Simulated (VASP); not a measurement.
# GaP (gw) (F-43m) in VASP: further runs

The runs below take GaP (gw) through single point, with PBE.

Everything below comes from runs of VASP 6.6.1. Logs are shortened: lines on timing, memory, paths and dates and some standing lists are left out, and cuts for length are marked.

**1. The cell of the first run**

It takes space group F-43m (No. 216, cubic). The conventional cell has a = 5.438 Å, b = 5.438 Å, c = 5.438 Å, α = 90.00°, β = 90.00°, γ = 90.00°. Within 3.1 Å of Ga (site symmetry -43m) lie 4 P at 2.35 Å. Within 3.1 Å of P (site symmetry -43m) lie 4 Ga at 2.35 Å.

**2. Single point, PBE**

The input, INCAR:

```
PREC     = Accurate       # precision mode
ENCUT    = 500            # plane-wave cutoff, eV
EDIFF    = 1E-6           # SCF threshold, eV
ISMEAR   = 0              # smearing method
SIGMA    = 0.01           # smearing width, eV
LREAL    = False          # projectors in reciprocal space
LASPH    = True           # aspherical terms in the spheres
NELM     = 120            # most SCF steps
ALGO     = Normal         # electronic algorithm
ISIF     = 2              # what is computed and relaxed
LWAVE    = False          # write WAVECAR
LCHARG   = True           # write CHGCAR
GGA      = PE             # functional
LELF     = True           # ELF
LVHAR    = True         
NBANDS   = 16             # bands
GGA_COMPAT= False
```

The input, KPOINTS:

```
Automatic mesh
0
Gamma
  4 4 4
```

The input, POSCAR:

```
GaP
1.0
    0.0000000000      2.7192250995      2.7192250995
    2.7192250995      0.0000000000      2.7192250995
    2.7192250995      2.7192250995      0.0000000000
Ga P
1 1
Direct
    0.0000000000      0.0000000000      0.0000000000
    0.2500000000      0.2500000000      0.2500000000
```

Potentials or basis: VASP PAW PBE potentials, release 64 (Ga_d, P).

Started as:

```sh
$ cat potpaw_PBE.64/Ga_d/POTCAR potpaw_PBE.64/P/POTCAR > POTCAR
$ mpirun -np 1 vasp_std > vasp.out
```

OUTCAR:

```text
PREC = Accurate
   ENCUT = 500
   EDIFF = 1E-6
   ISMEAR = 0
   LREAL = False
   LASPH = True
   NELM = 120
   ISIF = 2
   GGA = PE

 ion  position               nearest neighbor table
   1  0.000  0.000  0.000-   2 2.35   2 2.35   2 2.35   2 2.35
   2  0.250  0.250  0.250-   1 2.35   1 2.35   1 2.35   1 2.35

  LATTYP: Found a face centered cubic cell.
 ALAT       =     5.4384501990

  Lattice vectors:

 A1 = (   0.0000000000,   2.7192250995,   2.7192250995)
 A2 = (   2.7192250995,   0.0000000000,   2.7192250995)
 A3 = (   2.7192250995,   2.7192250995,   0.0000000000)

Analysis of symmetry for initial positions (statically):
=====================================================================
 Subroutine PRICEL returns:
 Original cell was already a primitive cell.

 Routine SETGRP: Setting up the symmetry group for a
 face centered cubic supercell.

 Subroutine GETGRP returns: Found 24 space group operations
 (whereof 24 operations were pure point group operations)
 out of a pool of 48 trial point group operations.

The static configuration has the point symmetry T_d .

Analysis of symmetry for dynamics (positions and initial velocities):
=====================================================================
 Subroutine PRICEL returns:
 Original cell was already a primitive cell.

 Routine SETGRP: Setting up the symmetry group for a
 face centered cubic supercell.

 Subroutine GETGRP returns: Found 24 space group operations
 (whereof 24 operations were pure point group operations)
 out of a pool of 48 trial point group operations.

The dynamic configuration has the point symmetry T_d .

 Subroutine INISYM returns: Found 24 space group operations
 (whereof 24 operations are pure point group operations),
 and found     1 'primitive' translations

----------------------------------------------------------------------------------------

                                     Primitive cell

  volume of cell :      40.2129

  direct lattice vectors                    reciprocal lattice vectors
     0.000000000  2.719225100  2.719225100    -0.183875914  0.183875914  0.183875914
     2.719225100  0.000000000  2.719225100     0.183875914 -0.183875914  0.183875914
     2.719225100  2.719225100  0.000000000     0.183875914  0.183875914 -0.183875914

  length of vectors
     3.845565015  3.845565015  3.845565015     0.318482425  0.318482425  0.318482425

  position of ions in fractional coordinates (direct lattice)
     0.000000000  0.000000000  0.000000000
     0.250000000  0.250000000  0.250000000

  ion indices of the primitive-cell ions
   primitive index   ion index
                 1           1
                 2           2

----------------------------------------------------------------------------------------

 KPOINTS: Automatic mesh

Automatic generation of k-mesh.
 Grid dimensions read from file:
 generate k-points for:    4    4    4

 Generating k-lattice:

  Cartesian coordinates                     Fractional coordinates (reciprocal lattice)
    -0.045968978  0.045968978  0.045968978     0.250000000  0.000000000  0.000000000
     0.045968978 -0.045968978  0.045968978     0.000000000  0.250000000  0.000000000
     0.045968978  0.045968978 -0.045968978     0.000000000  0.000000000  0.250000000

  Length of vectors
     0.079620606  0.079620606  0.079620606

  Shift w.r.t. Gamma in fractional coordinates (k-lattice)
     0.000000000  0.000000000  0.000000000

 Subroutine IBZKPT returns following result:
 ===========================================

 Found      8 irreducible k-points:

 Following reciprocal coordinates:
            Coordinates               Weight
  0.000000  0.000000  0.000000      1.000000
  0.250000  0.000000  0.000000      8.000000
  0.500000  0.000000  0.000000      4.000000
  0.250000  0.250000  0.000000      6.000000
  0.500000  0.250000  0.000000     24.000000
 -0.250000  0.250000  0.000000     12.000000
  0.500000  0.500000  0.000000      3.000000
 -0.250000  0.500000  0.250000      6.000000
   k-points           NKPTS =      8   k-points in BZ     NKDIM =      8   number of bands    NBANDS=     16
   number of dos      NEDOS =    301   number of ions     NIONS =      2
   total plane-waves  NPLWV =  21952
   dimension x,y,z NGX =    28 NGY =   28 NGZ =   28
   dimension x,y,z NGXF=    56 NGYF=   56 NGZF=   56
   ions per type =               1   1
   NGX,Y,Z   is equivalent  to a cutoff of  12.10, 12.10, 12.10 a.u.
   NGXF,Y,Z  is equivalent  to a cutoff of  24.21, 24.21, 24.21 a.u.
 SYSTEM =  unknown system
   PREC   = accura    normal or accurate (medium, high low for compatibility)
   ISTART =      0    job   : 0-new  1-cont  2-samecut
   ICHARG =      2    charge: 1-file 2-atom 10-const
   ISPIN  =      1    spin polarized calculation?
   LNONCOLLINEAR =      F non collinear calculations
   LSORBIT =      F    spin-orbit coupling
   LASPH  =      T    aspherical Exc in radial PAW
   ENCUT  =  500.0 eV  36.75 Ry    6.06 a.u.   7.01  7.01  7.01*2*pi/ulx,y,z
   NELM   =    120;   NELMIN=  2; NELMDL= -5     # of ELM steps
   EDIFF  = 0.1E-05   stopping-criterion for ELM
   LREAL  =      F    real-space projection
   EDIFFG = 0.1E-04   stopping-criterion for IOM
   NSW    =      0    number of steps for IOM
   IBRION =     -1    ionic relax: 0-MD 1-quasi-New 2-CG
   NFREE  =      0    steps in history (QN), initial steepest desc. (CG)
   ISIF   =      2    stress and relaxation
   ISYM   =      2    0-nonsym 1-usesym 2-fastsym
   POTIM  = 0.5000    time-step for ionic-motion
   TEBEG  =    0.0;   TEEND  =   0.0 temperature during run
   PSTRESS=    0.0 pullay stress
   NELECT =      18.0000    total number of electrons
   NUPDOWN=      -1.0000    fix difference up-down
   EMIN   =  10.00;   EMAX   =-10.00  energy-range for DOS
   EFERMI =   0.00;   METHOD = LEGACY
   ISMEAR =     0;   SIGMA  =   0.01  broadening in eV -4-tet -1-fermi 0-gaus
   EFERMI_NEDOS =   21; number of points for ismear=-14 and -15
   IALGO  =     38    algorithm
   IMIX   =      4    mixing-type and parameters
     AMIX     =   0.40;   BMIX     =  1.00
     AMIX_MAG =   1.60;   BMIX_MAG =  1.00
  volume/ion in A,a.u.               =      20.11       135.69
  Fermi-wavevector in a.u.,A,eV,Ry     =   1.252306  2.366515 21.337618  1.568271
  Thomas-Fermi vector in A             =   2.386213
   LORBIT       =      0    0 simple, 1 ext, 2 COOP (PROOUT), +10 PAW based schemes
   GGA     = PE    functional components
   LHFCALC =     F    Hartree Fock is set to
   AEXX    =    0.0000 exact exchange contribution
   IVDW    =     0    specifies the selected vdW correction
   LEPSILON=     F    determine dielectric tensor
   LRPA    =     F    only Hartree local field effects (RPA)
 non-spin polarized calculation
 Gauss-broadening in eV      SIGMA  =   0.01
  energy-cutoff  :      500.00
  volume of cell :       40.21
 maximum number of plane-waves:      1036
   NGX = 13   NGY = 13   NGZ = 13

 number of electron      18.0000015 magnetization

 Free energy of the ion-electron system (eV)
  ---------------------------------------------------
  ext. energy  EPLUGINS =         0.00000000
  ---------------------------------------------------
  free energy    TOTEN  =        -8.97059435 eV

  energy without entropy =       -8.97059435  energy(sigma->0) =       -8.97059435

 E-fermi :   4.8352     XC(G=0):  -9.8411

 val. band max:        4.7669185620   @ k =   0.0000   0.0000   0.0000
 cond. band min:       6.3814492222   @ k =   0.5000   0.5000   0.0000
 fundamental gap:      1.6145306601
 Fermi energy:         4.8351789567

 k-point     1 :       0.0000    0.0000    0.0000
  band No.  band energies     occupation
      1      -9.8421      2.00000
      2      -9.8421      2.00000
      3      -9.8421      2.00000
      4      -9.7418      2.00000
      5      -9.7418      2.00000
      6      -7.7835      2.00000
      7       4.7669      2.00000
      8       4.7669      2.00000
      9       4.7669      2.00000
     10       6.6393      0.00000
     11       8.6238      0.00000
     12       8.6238      0.00000
     13       8.6238      0.00000
     14      13.5877      0.00000
     15      14.5391      0.00000
     16      14.5391      0.00000

 k-point     2 :       0.2500    0.0000    0.0000
  band No.  band energies     occupation
      1      -9.8862      2.00000
      2      -9.8272      2.00000
      3      -9.8272      2.00000
      4      -9.7405      2.00000
      5      -9.7405      2.00000
      6      -7.0001      2.00000
      7       0.8646      2.00000
      8       4.0939      2.00000
      9       4.0939      2.00000
     10       6.9280      0.00000
     11       9.4887      0.00000
     12       9.4887      0.00000
     13      11.1483      0.00000
     14      13.7299      0.00000
     15      13.7299      0.00000
     16      14.6939      0.00000

 k-point     3 :       0.5000    0.0000    0.0000
  band No.  band energies     occupation
      1      -9.9240      2.00000
      2      -9.8171      2.00000
      3      -9.8171      2.00000
      4      -9.7341      2.00000
      5      -9.7341      2.00000
      6      -5.6903      2.00000
      7      -1.9233      2.00000
      8       3.6334      2.00000
      9       3.6334      2.00000
     10       6.4414      0.00000
     11       9.4579      0.00000
     12       9.4579      0.00000
     13      13.0503      0.00000
     14      15.7062      0.00000
     15      16.4581      0.00000
     16      16.4581      0.00000

 k-point     4 :       0.2500    0.2500    0.0000
  band No.  band energies     occupation
      1      -9.9097      2.00000
      2      -9.8098      2.00000
      3      -9.8098      2.00000
      4      -9.7583      2.00000
      5      -9.7307      2.00000
      6      -6.7363      2.00000
      7       1.0801      2.00000
      8       3.0596      2.00000
      9       3.0596      2.00000
     10       6.9172      0.00000
     11       8.4869      0.00000
     12      11.5212      0.00000
     13      11.5212      0.00000
     14      12.5940      0.00000
     15      15.4939      0.00000
     16      17.5013      0.00000

 k-point     5 :       0.5000    0.2500    0.0000
  band No.  band energies     occupation
      1      -9.9354      2.00000
      2      -9.8028      2.00000
      3      -9.7947      2.00000
      4      -9.7568      2.00000
      5      -9.7289      2.00000
      6      -5.3654      2.00000
      7      -1.4074      2.00000
      8       1.4934      2.00000
      9       2.7076      2.00000
     10       7.2034      0.00000
     11       9.6994      0.00000
     12      11.3649      0.00000
     13      11.8309      0.00000
     14      15.6536      0.00000
     15      16.5536      0.00000
     16      18.0204      0.00000

 k-point     6 :      -0.2500    0.2500    0.0000
  band No.  band energies     occupation
      1      -9.9184      2.00000
      2      -9.8128      2.00000
      3      -9.8079      2.00000
      4      -9.7432      2.00000
      5      -9.7399      2.00000
      6      -5.8829      2.00000
      7      -0.6760      2.00000
      8       1.3290      2.00000
      9       3.5473      2.00000
     10       7.9261      0.00000
     11      10.4753      0.00000
     12      10.6027      0.00000
     13      11.0707      0.00000
     14      13.0690      0.00000
     15      15.8702      0.00000
     16      18.1343      0.00000

 k-point     7 :       0.5000    0.5000    0.0000
  band No.  band energies     occupation
      1      -9.9603      2.00000
      2      -9.7784      2.00000
      3      -9.7757      2.00000
      4      -9.7757      2.00000
      5      -9.7196      2.00000
      6      -4.7753      2.00000
      7      -2.0424      2.00000
      8       2.0495      2.00000
      9       2.0495      2.00000
     10       6.3814      0.00000
     11       6.5617      0.00000
     12      15.3960      0.00000
     13      15.3960      0.00000
     14      16.0313      0.00000
     15      17.1634      0.00000
     16      17.7851      0.00000

 k-point     8 :      -0.2500    0.5000    0.2500
  band No.  band energies     occupation
      1      -9.9406      2.00000
      2      -9.8032      2.00000
      3      -9.7815      2.00000
      4      -9.7572      2.00000
      5      -9.7328      2.00000
      6      -4.6801      2.00000
      7      -1.8340      2.00000
      8       1.1478      2.00000
      9       1.2989      2.00000
     10       9.4620      0.00000
     11       9.6480      0.00000
     12      10.8684      0.00000
     13      10.9073      0.00000
     14      16.4205      0.00000
     15      16.6826      0.00000
     16      18.5336      0.00000

------------------------ aborting loop because EDIFF is reached ----------------------------------------

  FORCE on cell =-STRESS in cart. coord.  units (eV):
  Direction    XX          YY          ZZ          XY          YZ          ZX
  --------------------------------------------------------------------------------------
  -------------------------------------------------------------------------------------
  Total        0.8636015      0.8636015      0.8636015     -0.0000000      0.0000000      0.0000000
  in kB       34.4079277     34.4079277     34.4079277     -0.0000000      0.0000000      0.0000000
  external PRESSURE =      34.4079277 kB  Pullay stress =       0.0000000 kB

 VOLUME and BASIS-vectors are now :
 -----------------------------------------------------------------------------
  energy-cutoff  :      500.00
  volume of cell :       40.21
      direct lattice vectors                 reciprocal lattice vectors
     0.000000000  2.719225100  2.719225100    -0.183875914  0.183875914  0.183875914
     2.719225100  0.000000000  2.719225100     0.183875914 -0.183875914  0.183875914
     2.719225100  2.719225100  0.000000000     0.183875914  0.183875914 -0.183875914

 POSITION                                       TOTAL-FORCE (eV/Angst)
 -----------------------------------------------------------------------------------
      0.00000      0.00000      0.00000         0.000000     -0.000000      0.000000
      1.35961      1.35961      1.35961        -0.000000      0.000000     -0.000000
 -----------------------------------------------------------------------------------
    total drift:                                0.000001      0.000001      0.000001

  FREE ENERGIE OF THE ION-ELECTRON SYSTEM (eV)
  ---------------------------------------------------
  free  energy   TOTEN  =        -8.9705943543 eV

  energy  without entropy=       -8.9705943543  energy(sigma->0) =       -8.97059435
```

Wall time 16 s (1 thread of Intel Xeon 8259CL, shared host); peak memory 0.15 GiB.

Results:

```
Free energy            : -8.9706 eV
Pressure               : 3.4 GPa
Band gap on the k mesh : 1.61 eV, indirect (least direct gap 1.87 eV)
```

Caveat: the k points lie up to 0.50 Å⁻¹ apart. A k mesh can miss the band edges.

**3. Single point, PBE**

The input, INCAR:

```
SYSTEM = GaP
ALGO = Normal
EDIFF = 1E-6
ENCUT = 500
GGA = PE
GGA_COMPAT = .FALSE.
ISIF = 2
ISMEAR = 0
LASPH = .TRUE.
LCHARG = .FALSE.
LREAL = .FALSE.
LWAVE = .FALSE.
NBANDS = 16
NELM = 120
PREC = Accurate
SIGMA = 0.01
```

The input, KPOINTS:

```
k-points
0
G
  6 6 6
  0 0 0
```

POSCAR is that of step 2.

Potentials or basis: VASP PAW PBE potentials, release 64 (Ga_d, P).

Started as:

```sh
$ cat potpaw_PBE.64/Ga_d/POTCAR potpaw_PBE.64/P/POTCAR > POTCAR
$ mpirun -np 1 vasp_std > vasp.out
```

Run time: 21 s. Hardware: 1 thread of Intel Xeon 8259CL, shared host; peak memory 0.15 GiB.

Results (log left out):

| Property | Result |
| --- | --- |
| Free energy | -9.0976 eV |
| Pressure | 3.0 GPa |
| Band gap on the k mesh | 1.64 eV, indirect (least direct gap 1.88 eV) |

Levels at points of the mesh, in eV from the valence-band top:
```
           k point  band 6  band 7  band 8  band 9  band 10  band 11  band 12  band 13
(0.00, 0.00, 0.00)  -12.54    0.00    0.00    0.00     1.88     3.88     3.88     3.88
(0.50, 0.00, 0.00)  -10.45   -6.67   -1.13   -1.13     1.69     4.72     4.72     8.30
(0.50, 0.50, 0.00)   -9.55   -6.79   -2.71   -2.71     1.64     1.81    10.64    10.64
```

**4. Single point, PBE**

The input, INCAR:

```
PREC = Accurate
ENCUT = 500
EDIFF = 1E-6
ISMEAR = 0
SIGMA = 0.01
LREAL = F
LASPH = T
NELM = 120
ALGO = Normal
ISIF = 2
LWAVE = F
LCHARG = T
GGA = PE
LELF = T
LVHAR = T
NBANDS = 16
GGA_COMPAT = F
```

The input, KPOINTS:

```
Automatic mesh
0
Gamma
  6 6 6
```

POSCAR is that of step 3.

Started as:

```sh
$ cat potpaw_PBE.64/Ga_d/POTCAR potpaw_PBE.64/P/POTCAR > POTCAR
$ mpirun -np 1 vasp_std > vasp.out
```

Run time: 23 s. Hardware: 1 thread of Intel Xeon 8259CL, shared host; peak memory 0.15 GiB.

The run converged. Its results:

```yaml
Free_energy: -9.0976 eV
Pressure: 3.0 GPa
Band_gap_on_the_k_mesh: 1.64 eV, indirect (least direct gap 1.88 eV)
```

Levels at points of the mesh, in eV from the valence-band top:
```
           k point  band 5  band 6  band 7  band 8  band 9  band 10  band 11  band 12  band 13  band 14
(0.00, 0.00, 0.00)  -14.47  -12.54    0.00    0.00    0.00     1.88     3.88     3.88     3.88     8.83
(0.50, 0.00, 0.00)  -14.46  -10.45   -6.67   -1.13   -1.13     1.69     4.72     4.72     8.30    10.94
(0.50, 0.50, 0.00)  -14.45   -9.55   -6.79   -2.71   -2.71     1.64     1.81    10.64    10.64    11.26
```
